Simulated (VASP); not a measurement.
The system is Te3Pb4Se.

```
Te Pb Se
1.0
     4.48940    0.00000    0.00000
     0.00000    4.48940    0.00000
     0.00000    0.00000   12.69793
Te Pb Se
3 4 1
Direct
  0.00000 0.00000 0.00000
  0.50000 0.50000 0.25000
  0.50000 0.50000 0.75000
  0.00000 0.00000 0.75000
  0.50000 0.50000 0.00000
  0.00000 0.00000 0.25000
  0.50000 0.50000 0.50000
  0.00000 0.00000 0.50000
```

* Program: VASP 6.6.1
* Task: relaxation of cell and atoms
* Functional: PBE
* Potentials or basis: VASP PAW PBE potentials, release 64 (Te, Pb_d, Se)
* Cutoff: 600 eV
* k mesh: 8 × 8 × 4
* Occupations: gaussian, width 0.02 eV
* Spin: no spin polarisation

At the start: pressure 3.1 GPa; volume 31.99 Å³/atom.

Where does the relaxation end?

Over 12 steps the energy falls by 24.2 meV/atom and the volume is 34.13 Å³/atom (+6.7 %); space group P4/mmm (No. 123, to 0.05 Å).

The path:
| step | energy change (eV) | largest force (eV/Å) | pressure (GPa) | volume (Å³) |
| --- | --- | --- | --- | --- |
| 1 | 0.0000 | 0.3745 | 3.10 | 255.92 |
| 2 | -0.1528 | 0.2425 | -0.86 | 279.50 |
| 3 | -0.1674 | 0.2702 | -0.06 | 273.74 |
| 4 | -0.1738 | 0.2323 | -0.05 | 273.60 |
| 5 | -0.1874 | 0.1215 | 0.00 | 273.17 |
| 6 | -0.1877 | 0.1128 | 0.15 | 272.31 |
| 7 | -0.1922 | 0.0559 | 0.07 | 272.75 |
| 8 | -0.1923 | 0.0570 | 0.07 | 272.72 |
| 9 | -0.1926 | 0.0344 | -0.10 | 273.89 |
| 10 | -0.1928 | 0.0425 | -0.04 | 273.47 |
| 11 | -0.1932 | 0.0163 | 0.01 | 273.16 |
| 12 | -0.1932 | 0.0049 | 0.02 | 273.03 |

Final structure:
```
CELL_PARAMETERS angstrom
4.58968 0.00000 0.00000
0.00000 4.58968 0.00000
0.00000 0.00000 12.96143
ATOMIC_POSITIONS crystal
Te 0.00000 0.00000 0.00000
Te 0.50000 0.50000 0.25092
Te 0.50000 0.50000 0.74908
Pb 0.00000 0.00000 0.74157
Pb 0.50000 0.50000 0.00000
Pb 0.00000 0.00000 0.25843
Pb 0.50000 0.50000 0.50000
Se 0.00000 0.00000 0.50000
```
